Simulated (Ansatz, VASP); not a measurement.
## Rh in VASP and in Ansatz

Contents of INCAR:

```
SYSTEM = Rh
  ALGO = Normal
  EDIFF = 1E-6
  ENCUT = 520
  GGA = RE
  ISIF = 2
  ISMEAR = -1
  LASPH = .TRUE.
  LCHARG = .FALSE.
  LREAL = .FALSE.
  LWAVE = .FALSE.
  NBANDS = 22
  NELM = 60
  PREC = Accurate
  SIGMA = 0.1
```

KPOINTS

```
k-points
0
G
  11 11 11
  0 0 0
```

The input POSCAR:

```
Rh
1.0
    0.0000000000      2.6587510098      2.6587510098
    2.6587510098      0.0000000000      2.6587510098
    2.6587510098      2.6587510098      0.0000000000
Rh
2
Direct
    0.1250000000      0.1250000000      0.1250000000
    0.8750000000      0.8750000000      0.8750000000
```

Input for Ansatz:

```yaml
crystal:
  lattice:
    - [0.0, 2.6587510098, 2.6587510098]
    - [2.6587510098, 0.0, 2.6587510098]
    - [2.6587510098, 2.6587510098, 0.0]
  atoms:
    - { symbol: Rh, position: [0.125, 0.125, 0.125] }
    - { symbol: Rh, position: [0.875, 0.875, 0.875] }
hamiltonian:
  xc: revpbe
  pseudopotentials:
    kind: paw
    azcp:
      Rh: "pseudopotentials/Rh.paw.azcp"
basis:
  ecutwfc: 420
  fft_grid_basis: typed
kpoints:
  mp_grid: { grid: [11, 11, 11], shift: [0, 0, 0] }
magnetization:
  spin_polarized: false
scf:
  occupations: { method: fermi_dirac, width: 0.1 }
  lower_state_search: "off"
output:
  stress: true
  write_density: true
  write_potential: true
  elf: true
  volumetric_format: npy
```

Alike in both runs: task single point; functional revPBE; k mesh 11 × 11 × 11; occupations fermi-dirac, width 0.1 eV; no spin polarisation.

|  | VASP | Ansatz |
| --- | --- | --- |
| version | VASP 6.6.1 | Ansatz 0.2.0 |
| potentials or method | VASP PAW PBE potentials, release 64 (Rh_pv), cutoff 520 eV | plane waves (420 eV) with PAW, scalar-relativistic |
| valence electrons in the cell | 30 | 34 |

VASP gave:

* pressure (GPa): 21.2

What did Ansatz give for the same quantities?

Pressure (GPa): 20.9.

VASP's potentials were made for PBE, not for revPBE. VASP's potentials hold 30 valence electrons a cell and Ansatz's 34, so a difference there can come from the potentials and not from the codes.
